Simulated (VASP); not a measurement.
# PbS in VASP: further runs, part 2 of 2

VASP 6.6.1. Earlier steps stand in the parts before.

## Step 4: Single point, PBE (epitaxial xy strain -1.0%)

File INCAR:

```
SYSTEM = PbS
PREC = Accurate ; ENCUT = 520
EDIFF = 1E-6 ; ISMEAR = 0
SIGMA = 0.01 ; LREAL = .False.
LASPH = .True. ; NELM = 60
ALGO = Normal ; ISIF = 2
LWAVE = .False. ; LCHARG = .False.
GGA = PE ; NBANDS = 17
```

File KPOINTS:

```
Automatic mesh
0
Gamma
  4 4 4
  0 0 0
```

File POSCAR:

```
PbS
1.0
    0.0000000000      2.9573603494      2.9942883890
    2.9573603494      0.0000000000      2.9942883890
    2.9573603494      2.9573603494      0.0000000000
Pb S
1 1
Direct
    0.0000000000      0.0000000000      0.0000000000
    0.5000000000      0.5000000000      0.5000000000
```

Potentials or basis: VASP PAW PBE potentials, release 64 (Pb_d, S).

On the command line:

```console
$ cat potpaw_PBE.64/Pb_d/POTCAR potpaw_PBE.64/S/POTCAR > POTCAR
$ mpirun -np 1 vasp_std > vasp.out
```

OUTCAR:

```text
SYSTEM = PbS
   PREC = Accurate
   ENCUT = 520
   EDIFF = 1E-6
   ISMEAR = 0
   LREAL = .False.
   LASPH = .True.
   NELM = 60
   ISIF = 2
   GGA = PE

 ion  position               nearest neighbor table
   1  0.000  0.000  0.000-   2 2.96   2 2.96   2 2.96   2 2.96   2 2.99   2 2.99
   2  0.500  0.500  0.500-   1 2.96   1 2.96   1 2.96   1 2.96   1 2.99   1 2.99

  LATTYP: Found a body centered tetragonal cell.
 ALAT       =     4.1823391149
 C/A-ratio  =     1.4318725989

  Lattice vectors:

 A1 = (  -2.9573603494,   0.0000000000,   2.9942883890)
 A2 = (   2.9573603494,   0.0000000000,   2.9942883890)
 A3 = (   0.0000000000,   2.9573603494,  -2.9942883890)

Analysis of symmetry for initial positions (statically):
=====================================================================
 Subroutine PRICEL returns:
 Original cell was already a primitive cell.

 Routine SETGRP: Setting up the symmetry group for a
 body centered tetragonal supercell.

 Subroutine GETGRP returns: Found 16 space group operations
 (whereof 16 operations were pure point group operations)
 out of a pool of 16 trial point group operations.

The static configuration has the point symmetry D_4h.

Analysis of symmetry for dynamics (positions and initial velocities):
=====================================================================
 Subroutine PRICEL returns:
 Original cell was already a primitive cell.

 Routine SETGRP: Setting up the symmetry group for a
 body centered tetragonal supercell.

 Subroutine GETGRP returns: Found 16 space group operations
 (whereof 16 operations were pure point group operations)
 out of a pool of 16 trial point group operations.

The dynamic configuration has the point symmetry D_4h.

 Subroutine INISYM returns: Found 16 space group operations
 (whereof 16 operations are pure point group operations),
 and found     1 'primitive' translations

----------------------------------------------------------------------------------------
[... 99 lines left out ...]
   IMIX   =      4    mixing-type and parameters
     AMIX     =   0.40;   BMIX     =  1.00
     AMIX_MAG =   1.60;   BMIX_MAG =  1.00
  volume/ion in A,a.u.               =      26.19       176.73
  Fermi-wavevector in a.u.,A,eV,Ry     =   1.187702  2.244431 19.192866  1.410636
  Thomas-Fermi vector in A             =   2.323847
   LORBIT       =      0    0 simple, 1 ext, 2 COOP (PROOUT), +10 PAW based schemes
   GGA     = PE    functional components
   LHFCALC =     F    Hartree Fock is set to
   AEXX    =    0.0000 exact exchange contribution
   IVDW    =     0    specifies the selected vdW correction
   LEPSILON=     F    determine dielectric tensor
   LRPA    =     F    only Hartree local field effects (RPA)
 non-spin polarized calculation
 Gauss-broadening in eV      SIGMA  =   0.01
  energy-cutoff  :      520.00
  volume of cell :       52.38
 maximum number of plane-waves:      1420
   NGX = 15   NGY = 15   NGZ = 15

 number of electron      19.9999999 magnetization

 Free energy of the ion-electron system (eV)
  ---------------------------------------------------
  ext. energy  EPLUGINS =         0.00000000
  ---------------------------------------------------
  free energy    TOTEN  =        -8.74252829 eV

  energy without entropy =       -8.74252829  energy(sigma->0) =       -8.74252829

 E-fermi :   5.8577     XC(G=0):  -9.6656

 val. band max:        5.7687525442   @ k =   0.5000   0.0000   0.0000
 cond. band min:       6.1427462626   @ k =   0.5000   0.0000   0.0000
 fundamental gap:      0.3739937184
 Fermi energy:         5.8576701848

 k-point     1 :       0.0000    0.0000    0.0000
  band No.  band energies     occupation
      1     -11.0471      2.00000
      2     -11.0471      2.00000
      3     -11.0442      2.00000
      4     -11.0345      2.00000
      5     -11.0257      2.00000
      6      -7.7927      2.00000
[... 237 lines left out ...]
      4     -11.0296      2.00000
      5     -10.9803      2.00000
      6      -6.0760      2.00000
[... 9 lines left out ...]
     16      17.8849      0.00000
     17      18.0890      0.00000

------------------------ aborting loop because EDIFF is reached ----------------------------------------

  FORCE on cell =-STRESS in cart. coord.  units (eV):
  Direction    XX          YY          ZZ          XY          YZ          ZX
  --------------------------------------------------------------------------------------
  -------------------------------------------------------------------------------------
  Total        0.8466885      0.8466885      0.2977529      0.0000000      0.0000000     -0.0000000
  in kB       25.9001413     25.9001413      9.1082412      0.0000000      0.0000000     -0.0000000
  external PRESSURE =      20.3028413 kB  Pullay stress =       0.0000000 kB

 VOLUME and BASIS-vectors are now :
 -----------------------------------------------------------------------------
  energy-cutoff  :      520.00
  volume of cell :       52.38
      direct lattice vectors                 reciprocal lattice vectors
     0.000000000  2.957360349  2.994288389    -0.169069691  0.169069691  0.166984584
     2.957360349  0.000000000  2.994288389     0.169069691 -0.169069691  0.166984584
     2.957360349  2.957360349  0.000000000     0.169069691  0.169069691 -0.166984584

 POSITION                                       TOTAL-FORCE (eV/Angst)
 -----------------------------------------------------------------------------------
      0.00000      0.00000      0.00000        -0.000000     -0.000000     -0.000000
      2.95736      2.95736      2.99429         0.000000      0.000000      0.000000
 -----------------------------------------------------------------------------------
    total drift:                                0.000000     -0.000000     -0.000000

  FREE ENERGIE OF THE ION-ELECTRON SYSTEM (eV)
  ---------------------------------------------------
  free  energy   TOTEN  =        -8.7425282924 eV

  energy  without entropy=       -8.7425282924  energy(sigma->0) =       -8.74252829
```

stdout:

```text
POSCAR found type information on POSCAR PbS
 POSCAR found :  2 types and       2 ions
 scaLAPACK will be used
 LDA part: xc-table for (Slater+PW92), standard interpolation
 POSCAR, INCAR and KPOINTS ok, starting setup
 FFT: planning ... GRIDC
 FFT: planning ... GRID_SOFT
 FFT: planning ... GRID
 WAVECAR not read
 entering main loop
```

It took 12 s on 1 thread of Intel Xeon 6975P-C (Granite Rapids), shared host; peak memory 0.17 GiB.

What came out:

```yaml
Free_energy: -8.7425 eV
Pressure: 2.0 GPa
Band_gap_on_the_k_mesh: 0.37 eV
```

Levels at points of the mesh, in eV from the valence-band top:
| k point | band 6 | band 7 | band 8 | band 9 | band 10 | band 11 | band 12 | band 13 | band 14 | band 15 |
| --- | --- | --- | --- | --- | --- | --- | --- | --- | --- | --- |
| (0.00, 0.00, 0.00) | -13.56 | -6.04 | -2.19 | -2.19 | -2.09 | 5.02 | 5.30 | 5.30 | 6.69 | 6.77 |
| (0.50, 0.00, 0.00) | -12.33 | -8.82 | -1.78 | -1.75 | 0.00 | 0.37 | 1.94 | 2.01 | 8.65 | 10.10 |
| (0.50, 0.50, 0.00) | -11.95 | -7.15 | -5.15 | -3.40 | -3.40 | 3.91 | 5.47 | 5.72 | 5.72 | 11.18 |
| (0.50, 0.00, 0.50) | -11.88 | -7.22 | -5.17 | -3.49 | -3.36 | 3.86 | 5.51 | 5.61 | 5.78 | 11.15 |

Caveat: the k points lie up to 0.46 Å⁻¹ apart; the cell differs from its parent crystal (epitaxial xy strain -1.0%); spin-orbit coupling is left out, which moves the levels of the heavy elements.

## Step 5: Single point, PBE (epitaxial xy strain +1.0%)

File INCAR:

```
PREC     = Accurate       # precision mode
ENCUT    = 520            # plane-wave cutoff, eV
EDIFF    = 1E-6           # SCF threshold, eV
ISMEAR   = 0              # smearing method
SIGMA    = 0.01           # smearing width, eV
LREAL    = False          # projectors in reciprocal space
LASPH    = True           # aspherical terms in the spheres
NELM     = 100            # most SCF steps
ALGO     = Normal         # electronic algorithm
ISIF     = 2              # what is computed and relaxed
LWAVE    = False          # write WAVECAR
LCHARG   = False          # write CHGCAR
GGA      = PE             # functional
NBANDS   = 17             # bands
```

File KPOINTS:

```
Automatic mesh
0
Gamma
  4 4 4
```

File POSCAR:

```
PbS
1.0
    0.0000000000      3.0171050030      2.9795134131
    3.0171050030      0.0000000000      2.9795134131
    3.0171050030      3.0171050030      0.0000000000
Pb S
1 1
Direct
    0.0000000000      0.0000000000      0.0000000000
    0.5000000000      0.5000000000      0.5000000000
```

Potentials or basis: VASP PAW PBE potentials, release 64 (Pb_d, S).

On the command line:

```console
$ cat potpaw_PBE.64/Pb_d/POTCAR potpaw_PBE.64/S/POTCAR > POTCAR
$ mpirun -np 1 vasp_std > vasp.out
```

OUTCAR:

```text
PREC = Accurate
   ENCUT = 520
   EDIFF = 1E-6
   ISMEAR = 0
   LREAL = False
   LASPH = True
   NELM = 100
   ISIF = 2
   GGA = PE

 ion  position               nearest neighbor table
   1  0.000  0.000  0.000-   2 2.98   2 2.98   2 3.02   2 3.02   2 3.02   2 3.02
   2  0.500  0.500  0.500-   1 2.98   1 2.98   1 3.02   1 3.02   1 3.02   1 3.02

  LATTYP: Found a body centered tetragonal cell.
 ALAT       =     4.2668308143
 C/A-ratio  =     1.3965931825

  Lattice vectors:

 A1 = (   0.0000000000,  -3.0171050030,  -2.9795134131)
 A2 = (   0.0000000000,   3.0171050030,  -2.9795134131)
 A3 = (   3.0171050030,   0.0000000000,   2.9795134131)

Analysis of symmetry for initial positions (statically):
=====================================================================
 Subroutine PRICEL returns:
 Original cell was already a primitive cell.

 Routine SETGRP: Setting up the symmetry group for a
 body centered tetragonal supercell.

 Subroutine GETGRP returns: Found 16 space group operations
 (whereof 16 operations were pure point group operations)
[... 148 lines left out ...]
  free energy    TOTEN  =        -8.75496802 eV

  energy without entropy =       -8.75496802  energy(sigma->0) =       -8.75496802

 E-fermi :   5.3375     XC(G=0):  -9.5016

 val. band max:        5.2824488320   @ k =   0.5000  -0.0000   0.0000
 cond. band min:       5.7772135965   @ k =   0.5000  -0.0000   0.0000
 fundamental gap:      0.4947647645
 Fermi energy:         5.3374721738

 k-point     1 :       0.0000    0.0000    0.0000
  band No.  band energies     occupation
      1     -11.4493      2.00000
      2     -11.4457      2.00000
      3     -11.4457      2.00000
      4     -11.4342      2.00000
      5     -11.4257      2.00000
      6      -7.9352      2.00000
[... 237 lines left out ...]
      4     -11.4263      2.00000
      5     -11.4003      2.00000
      6      -6.3973      2.00000
[... 9 lines left out ...]
     16      17.0618      0.00000
     17      17.5586      0.00000

------------------------ aborting loop because EDIFF is reached ----------------------------------------

  FORCE on cell =-STRESS in cart. coord.  units (eV):
  Direction    XX          YY          ZZ          XY          YZ          ZX
  --------------------------------------------------------------------------------------
  -------------------------------------------------------------------------------------
  Total       -0.1628457     -0.1628457      0.3471667      0.0000000      0.0000000      0.0000000
  in kB       -4.8098411     -4.8098411     10.2539798      0.0000000      0.0000000      0.0000000
  external PRESSURE =       0.2114325 kB  Pullay stress =       0.0000000 kB

 VOLUME and BASIS-vectors are now :
 -----------------------------------------------------------------------------
  energy-cutoff  :      520.00
  volume of cell :       54.24
      direct lattice vectors                 reciprocal lattice vectors
     0.000000000  3.017105003  2.979513413    -0.165721776  0.165721776  0.167812636
     3.017105003  0.000000000  2.979513413     0.165721776 -0.165721776  0.167812636
     3.017105003  3.017105003  0.000000000     0.165721776  0.165721776 -0.167812636

 POSITION                                       TOTAL-FORCE (eV/Angst)
 -----------------------------------------------------------------------------------
      0.00000      0.00000      0.00000         0.000000      0.000000      0.000000
      3.01711      3.01711      2.97951         0.000000      0.000000     -0.000000
 -----------------------------------------------------------------------------------
    total drift:                                0.000000     -0.000000     -0.000000

  FREE ENERGIE OF THE ION-ELECTRON SYSTEM (eV)
  ---------------------------------------------------
  free  energy   TOTEN  =        -8.7549680246 eV

  energy  without entropy=       -8.7549680246  energy(sigma->0) =       -8.75496802
```

It took 11 s on 1 thread of Intel Xeon 6975P-C (Granite Rapids), shared host; peak memory 0.17 GiB.

Results:

```
Free energy            : -8.7550 eV
Pressure               : 0.0 GPa
Band gap on the k mesh : 0.49 eV
```

Caveat: the k points lie up to 0.45 Å⁻¹ apart; the cell differs from its parent crystal (epitaxial xy strain +1.0%); spin-orbit coupling is left out, which moves the levels of the heavy elements.

## Step 6: Summary

```tsv
level	spin	cell	k mesh	smearing	gap on the mesh (eV)	pressure (GPa)
r2SCAN	non-collinear, zero start, SOC	a = 4.178, b = 4.178, c = 4.098 Å, angles 60.6, 60.6, 58.7°, 2 atoms	8 × 8 × 8	fermi-dirac 0.02 eV	-	3.4
PBE	off	a = 4.225 Å, angles 60.0°, 2 atoms	4 × 4 × 4	gaussian 0.01 eV	0.44	1.0
PBE	off	a = 4.209, b = 4.209, c = 4.182 Å, angles 60.2, 60.2, 59.6°, 2 atoms	4 × 4 × 4	gaussian 0.01 eV	0.37	2.0
PBE	off	a = 4.240, b = 4.240, c = 4.267 Å, angles 59.8, 59.8, 60.4°, 2 atoms	4 × 4 × 4	gaussian 0.01 eV	0.49	0.0
```

Alike in all rows: task single point; potentials or basis VASP PAW PBE potentials, release 64 (Pb_d, S); cutoff (eV) 520.

Caveats: some runs use coarse meshes; spin-orbit coupling is left out, which moves the levels of the heavy elements (at least some runs); the cell stands under pressure (at least some runs); the PAW data sets were made with another functional, which shifts forces and pressure a little (at least some runs).

Total energies depend on the potentials used, so only differences within one code and one set of settings carry meaning.
